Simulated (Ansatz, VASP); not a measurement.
# Two plane-wave programs on NbTe4Mo

```
Nb Te Mo
1.0
     3.63097    0.00000    0.00000
    -1.81548    3.14451    0.00000
     0.00000    0.00000   14.71908
Nb Te Mo
1 4 1
Direct
  0.66667 0.33333 0.50000
  0.33333 0.66667 0.37347
  0.66667 0.33333 0.87881
  0.33333 0.66667 0.62653
  0.66667 0.33333 0.12119
  0.33333 0.66667 0.00000
```

Alike in both runs: functional PBE; k mesh 6 × 6 × 2; occupations gaussian, width 0.1 eV; no spin polarisation.

Ansatz relaxed the structure, and its values are those at the end. VASP's run is a single point on that final structure, the one shown.

```csv
,VASP,Ansatz
version,VASP 6.6.1,Ansatz 0.2.0
potentials or method,"VASP PAW PBE potentials, release 64 (Nb_sv, Te, Mo_sv), cutoff 520 eV","scalar-relativistic, plane waves, PAW"
valence electrons in the cell,51,91
```

|  | VASP | Ansatz | Ansatz less VASP |
| --- | --- | --- | --- |
| gap on the k mesh at the Fermi level (eV) | none | none | - |
| pressure (GPa) | -0.2 | -0.2 | +0.05 |
| rms of the force components (eV/Å) | 0.008 | 0.012 | +0.0043 |

A gap of «none» marks a metal or a gap that the smearing closes. VASP's potentials hold 51 valence electrons a cell and Ansatz's 91, so a difference there can come from the potentials and not from the codes.

Neither program's run includes spin-orbit coupling.
